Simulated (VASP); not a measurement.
Wanted: the native input for a VASP 6.6.1 run.

* Task: single point
* Functional: PBEsol
* Potentials or basis: VASP PAW PBE potentials, release 64 (Ta_pv, Se, O)
* Cutoff: 520 eV
* k mesh: 12 × 12 × 10
* Occupations: gaussian, width 0.1 eV
* Spin: no spin polarisation
* Dipole correction: no
* Further INCAR settings: ALGO = Normal; EDIFF = 1e-07; NBANDS = 25

The structure of Ta2SeO lies in POSCAR:

```
Ta2SeO
1.0
    3.5152839013      0.0000000000      0.0000000000
    0.0000000000      3.5152839013      0.0000000000
    0.0000000000      0.0000000000      4.8462358454
Ta Se O
2 1 1
Direct
    0.0000000000      0.0000000000      0.0000000000
    0.5000000000      0.5000000000      0.5000000000
    0.0000000000      0.0000000000      0.5000000000
    0.5000000000      0.5000000000      0.0000000000
```

One way to write it, as run:

INCAR

```
SYSTEM = Ta2SeO
PREC     = Accurate       ! precision mode
ENCUT    = 520            ! plane-wave cutoff, eV
EDIFF    = 1E-7           ! SCF threshold, eV
ISMEAR   = 0              ! smearing method
SIGMA    = 0.1            ! smearing width, eV
LREAL    = .False.        ! projectors in reciprocal space
LASPH    = .True.         ! aspherical terms in the spheres
NELM     = 60             ! most SCF steps
ALGO     = Normal         ! electronic algorithm
ISIF     = 2              ! what is computed and relaxed
LWAVE    = .False.        ! write WAVECAR
LCHARG   = .False.        ! write CHGCAR
GGA      = PS             ! functional
NBANDS   = 25             ! bands
```

KPOINTS

```
Automatic mesh
0
Gamma
  12 12 10
  0 0 0
```

Potentials or basis: VASP PAW PBE potentials, release 64 (Ta_pv, Se, O).

Run with:

```console
$ cat potpaw_PBE.64/Ta_pv/POTCAR potpaw_PBE.64/Se/POTCAR potpaw_PBE.64/O/POTCAR > POTCAR
$ mpirun -np 1 vasp_std > vasp.out
```

Results of the run:

```
Pressure               : 0.6 GPa
Band gap on the k mesh : zero (bands 17 and 18 overlap by 2.64 eV)
```

Caveat: the PAW data sets were made with another functional, which shifts forces and pressure a little; spin-orbit coupling is left out, which moves the levels of the heavy elements.

Wall time 91 s on 1 thread of AMD EPYC 9R45 96-Core Processor (Zen 5) (shared host), peak memory 0.33 GiB.
